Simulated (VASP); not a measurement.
A run of VASP 6.6.1 is set up as follows.

File INCAR:

```
SYSTEM = Os
PREC = Accurate
ENCUT = 600
EDIFF = 1E-6
ISMEAR = -1
SIGMA = 0.1
LREAL = .FALSE.
LASPH = .TRUE.
NELM = 60
ALGO = Normal
ISIF = 3
LWAVE = .FALSE.
LCHARG = .FALSE.
GGA = PE
IBRION = 2
NSW = 60
EDIFFG = -0.005
PSTRESS = 3300.0
```

Contents of KPOINTS:

```
Automatic mesh
0
G
  17 17 17
  0 0 0
```

Contents of POSCAR:

```
Os
1.0
    2.1787327418      0.0000000000      0.0000000000
    0.0000000000      2.1787327418      0.0000000000
    0.0000000000      0.0000000000      2.1787327418
Os
1
Direct
    0.0000000000      0.0000000000      0.0000000000
```

Potentials or basis: VASP PAW PBE potentials, release 64 (Os).

Launch:

```console
$ cat potpaw_PBE.64/Os/POTCAR > POTCAR
$ mpirun -np 1 vasp_std > vasp.out
```

(1) Predict the relaxed cell.

(2) Predict the band gap on the k mesh.

(3) Estimate the relaxed volume.

## Answers

(1) a = 2.205 Å, b = 2.205 Å, c = 2.205 Å, α = 90.00°, β = 90.00°, γ = 90.00°.

(2) zero (bands 4 and 5 overlap by 8.73 eV).

(3) 10.73 Å³/atom.

Caveat: the cell is relaxed towards a set pressure, so the run minimises the enthalpy, not the energy; spin-orbit coupling is left out, which moves the levels of the heavy elements.
